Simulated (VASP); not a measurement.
Y2CN, 4 atoms in the cell. It takes space group P-3m1 (No. 164, trigonal). Conventional cell: a = 3.564 Å, b = 3.564 Å, c = 5.662 Å, α = 90.00°, β = 90.00°, γ = 120.00°. Within 3.3 Å of Y (site symmetry 3m) lie 3 N at 2.50 Å and 3 C at 2.50 Å. Within 3.3 Å of C (site symmetry -3m) lie 6 Y at 2.50 Å and 2 N at 2.83 Å. Within 3.3 Å of N (site symmetry -3m) lie 6 Y at 2.50 Å and 2 C at 2.83 Å. 

```yaml
Program: VASP 6.6.1
Task: relaxation of cell and atoms
Functional: PBE
Potentials_or_basis: VASP PAW PBE potentials, release 64 (Y_sv, C, N)
Cutoff: 600 eV
k_mesh: 15 × 15 × 8
Occupations: gaussian, width 0.1 eV
Spin: no spin polarisation
Dipole_correction: no
Further_INCAR_settings: ALGO = Normal; EDIFF = 1e-06; IBRION = 2; EDIFFG = -0.01; NSW = 100; ISIF = 3
```

Potentials or basis: VASP PAW PBE potentials, release 64 (Y_sv, C, N).

The run is started by

```console
$ cat potpaw_PBE.64/Y_sv/POTCAR potpaw_PBE.64/C/POTCAR potpaw_PBE.64/N/POTCAR > POTCAR
$ mpirun -np 1 vasp_std > vasp.out
```

Hardware: 1 thread of Intel(R) Xeon(R) 6975P-C (Granite Rapids) (shared host).

Estimate the wall time of this run.

Run time: 4.3 min on 1 thread of Intel(R) Xeon(R) 6975P-C (Granite Rapids), with other jobs on the host, peak memory 0.44 GiB. Counts: scf iterations 31, k points 192, ion steps 3.
